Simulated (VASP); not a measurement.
# Co (P6_3/mmc) in VASP: further runs, part 2 of 2

VASP 6.6.1. The steps go on from the part before.

## Step 5: Single point, RPBE (11.47 Å³/atom)

This run uses another cell than the first one, of 11.47 Å³/atom.

INCAR

```
PREC = Accurate ; ENCUT = 520
EDIFF = 1E-7 ; ISMEAR = -1
SIGMA = 0.1 ; LREAL = False
LASPH = True ; NELM = 80
ALGO = Normal ; ISIF = 2
LWAVE = False ; LCHARG = False
GGA = RP ; NBANDS = 16
```

KPOINTS

```
regular mesh
0
Gamma
  24 24 13
```

POSCAR

```
Co
1.0
    2.5424980374      0.0000000000      0.0000000000
   -1.2712490187      2.2018678895      0.0000000000
    0.0000000000      0.0000000000      4.0964494102
Co
2
Direct
    0.3333333333      0.6666666667      0.2500000000
    0.6666666667      0.3333333333      0.7500000000
```

Potentials or basis: VASP PAW PBE potentials, release 64 (Co).

Launch:

```sh
> cat potpaw_PBE.64/Co/POTCAR > POTCAR
> mpirun -np 1 vasp_std > vasp.out
```

OUTCAR:

```text
PREC = Accurate
   ENCUT = 520
   EDIFF = 1E-7
   ISMEAR = -1
   LREAL = False
   LASPH = True
   NELM = 80
   ISIF = 2
   GGA = RP

 ion  position               nearest neighbor table
   1  0.333  0.667  0.250-   2 2.52   2 2.52   2 2.52   2 2.52   2 2.52   2 2.52
   2  0.667  0.333  0.750-   1 2.52   1 2.52   1 2.52   1 2.52   1 2.52   1 2.52

  LATTYP: Found a hexagonal cell.
 ALAT       =     2.5424980374
 C/A-ratio  =     1.6111907856

  Lattice vectors:

 A1 = (   2.5424980374,   0.0000000000,   0.0000000000)
 A2 = (  -1.2712490187,   2.2018678895,   0.0000000000)
 A3 = (   0.0000000000,   0.0000000000,   4.0964494102)

Analysis of symmetry for initial positions (statically):
=====================================================================
 Subroutine PRICEL returns:
 Original cell was already a primitive cell.

 Routine SETGRP: Setting up the symmetry group for a
 hexagonal supercell.

 Subroutine GETGRP returns: Found 24 space group operations
 (whereof 12 operations were pure point group operations)
 out of a pool of 24 trial point group operations.

The static configuration has the point symmetry D_3d.
[... 162 lines left out ...]

 E-fermi :   9.4749     XC(G=0): -12.9837

 val. band max:        9.4746013992   @ k =   0.3333   0.2083   0.1538
 cond. band min:       9.4765060980   @ k =   0.3750   0.1250   0.0769
 fundamental gap:      0.0019046988
 Fermi energy:         9.4749051492

 k-point     1 :       0.0000    0.0000    0.0000
  band No.  band energies     occupation
      1       1.0335      2.00000
      2       5.2110      2.00000
      3       7.8574      2.00000
      4       7.8788      2.00000
      5       7.8788      2.00000
      6       8.1884      1.99999
[... 433 lines left out ...]
      3       5.9985      2.00000
      4       7.4859      2.00000
      5       7.7008      2.00000
      6       7.8889      2.00000
[... 8 lines left out ...]
     15      22.1992      0.00000
     16      23.0831      0.00000

 [... further k-points ...]

------------------------ aborting loop because EDIFF is reached ----------------------------------------

  FORCE on cell =-STRESS in cart. coord.  units (eV):
  Direction    XX          YY          ZZ          XY          YZ          ZX
  --------------------------------------------------------------------------------------
  -------------------------------------------------------------------------------------
  Total       -2.0948306     -2.0948306     -2.1626627     -0.0000000      0.0000000      0.0000000
  in kB     -146.3524549   -146.3524549   -151.0914496     -0.0000000      0.0000000      0.0000000
  external PRESSURE =    -147.9321198 kB  Pullay stress =       0.0000000 kB

 VOLUME and BASIS-vectors are now :
 -----------------------------------------------------------------------------
  energy-cutoff  :      520.00
  volume of cell :       22.93
      direct lattice vectors                 reciprocal lattice vectors
     2.542498037  0.000000000  0.000000000     0.393313971  0.227079927  0.000000000
    -1.271249019  2.201867889  0.000000000     0.000000000  0.454159854  0.000000000
     0.000000000  0.000000000  4.096449410     0.000000000  0.000000000  0.244113841

 POSITION                                       TOTAL-FORCE (eV/Angst)
 -----------------------------------------------------------------------------------
     -0.00000      1.46791      1.02411        -0.000000     -0.000000      0.000000
      1.27125      0.73396      3.07234         0.000000      0.000000      0.000000
 -----------------------------------------------------------------------------------
    total drift:                                0.000000      0.000000     -0.000000

  FREE ENERGIE OF THE ION-ELECTRON SYSTEM (eV)
  ---------------------------------------------------
  free  energy   TOTEN  =       -12.5252452086 eV

  energy  without entropy=      -12.3202621797  energy(sigma->0) =      -12.42275369
```

stdout:

```text
POSCAR found type information on POSCAR Co
 POSCAR found :  1 types and       2 ions
 scaLAPACK will be used
 -----------------------------------------------------------------------------
|                                                                             |
|                                                                             |
|     You enforced a specific xc type in the INCAR file but a different       |
|     I HOPE YOU KNOW WHAT YOU ARE DOING!                                     |
|                                                                             |
 -----------------------------------------------------------------------------

 LDA part: xc-table for (Slater+PW92), standard interpolation
 POSCAR, INCAR and KPOINTS ok, starting setup
 FFT: planning ... GRIDC
 FFT: planning ... GRID_SOFT
 FFT: planning ... GRID
 WAVECAR not read
 entering main loop
```

Run time: 54 s. Hardware: 1 thread of Intel Xeon 6975P-C (Granite Rapids), shared host; peak memory 0.24 GiB.

Results:

| Property | Result |
| --- | --- |
| Free energy | -12.5252 eV |
| Pressure | -14.8 GPa |
| Band gap on the k mesh | zero (bands 9 and 10 overlap by 1.30 eV) |

Stress tensor (GPa, compression positive):
```
-14.64   0.00   0.00
  0.00 -14.64   0.00
  0.00   0.00 -15.11
```

Levels at points of the mesh, in eV from the Fermi level:
| k point | band 5 | band 6 | band 7 | band 8 | band 9 | band 10 | band 11 | band 12 | band 13 | band 14 |
| --- | --- | --- | --- | --- | --- | --- | --- | --- | --- | --- |
| (0.00, 0.00, 0.00) | -1.60 | -1.29 | -1.29 | -0.97 | -0.97 | 0.09 | 0.10 | 0.10 | 6.53 | 21.41 |
| (0.50, 0.00, 0.00) | -1.77 | -1.58 | -1.25 | 0.22 | 0.32 | 0.37 | 1.79 | 3.60 | 9.60 | 10.20 |

Caveat: the cell stands under tension; the PAW data sets were made with another functional, which shifts forces and pressure a little; the run has no spin polarisation, though such a crystal can be magnetic. Spin polarisation is off, so any magnetic state and its effect on volume and gap are missing.

## Step 6: Single point, RPBE, collinear spin, ferromagnetic start

This run uses another cell than the first one, of 11.18 Å³/atom.

INCAR

```
SYSTEM = Co
  ALGO = Normal
  EDIFF = 1E-6
  ENCUT = 520
  GGA = RP
  ISIF = 2
  ISMEAR = -1
  ISPIN = 2
  LASPH = .True.
  LCHARG = .False.
  LMAXMIX = 4
  LORBIT = 11
  LREAL = .False.
  LWAVE = .False.
  MAGMOM = 1.7 1.7
  NBANDS = 20
  NELM = 150
  PREC = Accurate
  SIGMA = 0.05
```

KPOINTS

```
k-points
0
Gamma
  14 14 8
  0 0 0
```

POSCAR

```
Co
1.0
    2.5192509300      0.0000000000      0.0000000000
   -1.2596254650      2.1817353039      0.0000000000
    0.0000000000      0.0000000000      4.0694449721
Co
2
Direct
    0.3333333333      0.6666666667      0.2500000000
    0.6666666667      0.3333333333      0.7500000000
```

Potentials or basis: VASP PAW PBE potentials, release 64 (Co).

Launch:

```sh
> cat potpaw_PBE.64/Co/POTCAR > POTCAR
> mpirun -np 1 vasp_std > vasp.out
```

OUTCAR:

```text
SYSTEM = Co
   EDIFF = 1E-6
   ENCUT = 520
   GGA = RP
   ISIF = 2
   ISMEAR = -1
   ISPIN = 2
   LASPH = .True.
   LORBIT = 11
   LREAL = .False.
   NELM = 150
   PREC = Accurate

 ion  position               nearest neighbor table
   1  0.333  0.667  0.250-   2 2.50   2 2.50   2 2.50   2 2.50   2 2.50   2 2.50
   2  0.667  0.333  0.750-   1 2.50   1 2.50   1 2.50   1 2.50   1 2.50   1 2.50

  LATTYP: Found a hexagonal cell.
 ALAT       =     2.5192509300
 C/A-ratio  =     1.6153392755

  Lattice vectors:

 A1 = (   2.5192509300,   0.0000000000,   0.0000000000)
 A2 = (  -1.2596254650,   2.1817353039,   0.0000000000)
 A3 = (   0.0000000000,   0.0000000000,   4.0694449721)

Analysis of symmetry for initial positions (statically):
[... 1322 lines left out ...]
  volume of cell :       22.37
      direct lattice vectors                 reciprocal lattice vectors
     2.519250930  0.000000000  0.000000000     0.396943388  0.229175372  0.000000000
    -1.259625465  2.181735304  0.000000000     0.000000000  0.458350744  0.000000000
     0.000000000  0.000000000  4.069444972     0.000000000  0.000000000  0.245733757

 POSITION                                       TOTAL-FORCE (eV/Angst)
 -----------------------------------------------------------------------------------
     -0.00000      1.45449      1.01736         0.000000     -0.000000      0.000000
      1.25963      0.72725      3.05208        -0.000000      0.000000      0.000000
 -----------------------------------------------------------------------------------
    total drift:                                0.000000     -0.000000     -0.000000

  FREE ENERGIE OF THE ION-ELECTRON SYSTEM (eV)
  ---------------------------------------------------
  free  energy   TOTEN  =       -13.0312294868 eV

  energy  without entropy=      -13.0140533231  energy(sigma->0) =      -13.02264140

 total charge

# of ion       s       p       d       tot
------------------------------------------
    1        0.478   0.497   7.241   8.216
    2        0.478   0.497   7.241   8.216
--------------------------------------------------
tot          0.956   0.994  14.482  16.433

 magnetization (x)

# of ion       s       p       d       tot
------------------------------------------
    1       -0.016  -0.059   1.742   1.667
    2       -0.016  -0.059   1.742   1.667
--------------------------------------------------
tot         -0.031  -0.117   3.484   3.335
```

stdout:

```text
POSCAR found type information on POSCAR Co
 POSCAR found :  1 types and       2 ions
 scaLAPACK will be used
 -----------------------------------------------------------------------------
|                                                                             |
|                                                                             |
|     You enforced a specific xc type in the INCAR file but a different       |
|     I HOPE YOU KNOW WHAT YOU ARE DOING!                                     |
|                                                                             |
 -----------------------------------------------------------------------------

 LDA part: xc-table for (Slater+PW92), standard interpolation
 POSCAR, INCAR and KPOINTS ok, starting setup
 FFT: planning ... GRIDC
 FFT: planning ... GRID_SOFT
 FFT: planning ... GRID
 WAVECAR not read
 entering main loop
```

Run time: 38 s. Hardware: 1 thread of Intel Xeon 6975P-C (Granite Rapids), shared host; peak memory 0.19 GiB.

Results:

- Free energy: -13.0312 eV
- Pressure: -0.7 GPa
- Net moment: 3.27 μB per cell
- Site moments: Co +1.67 μB
- Valence electrons inside the program's atomic spheres: Co 8.22

Caveat: the PAW data sets were made with another functional, which shifts forces and pressure a little.

## Step 7: The runs side by side

| spin | cell | k mesh | smearing | gap on the mesh (eV) | pressure (GPa) |
| --- | --- | --- | --- | --- | --- |
| off | a = 2.445, b = 2.445, c = 3.939 Å, angles 90.0, 90.0, 120.0°, 2 atoms | 24 × 24 × 13 | fermi-dirac 0.1 eV | none | 9.6 |
| off | a = 2.478, b = 2.478, c = 3.993 Å, angles 90.0, 90.0, 120.0°, 2 atoms | 24 × 24 × 13 | fermi-dirac 0.1 eV | none | -0.5 |
| off | a = 2.511, b = 2.511, c = 4.045 Å, angles 90.0, 90.0, 120.0°, 2 atoms | 24 × 24 × 13 | fermi-dirac 0.1 eV | none | -8.4 |
| off | a = 2.542, b = 2.542, c = 4.096 Å, angles 90.0, 90.0, 120.0°, 2 atoms | 24 × 24 × 13 | fermi-dirac 0.1 eV | none | -14.8 |
| collinear, ferromagnetic start | a = 2.519, b = 2.519, c = 4.069 Å, angles 90.0, 90.0, 120.0°, 2 atoms | 14 × 14 × 8 | fermi-dirac 0.05 eV | none | -0.7 |

Alike in all rows: task single point; level RPBE; potentials or basis VASP PAW PBE potentials, release 64 (Co); cutoff (eV) 520.

Caveats: the PAW data sets were made with another functional, which shifts forces and pressure a little; the cell stands under tension (at least some runs); the cell stands under pressure (at least some runs).

Total energies depend on the potentials used, so only differences within one code and one set of settings carry meaning.
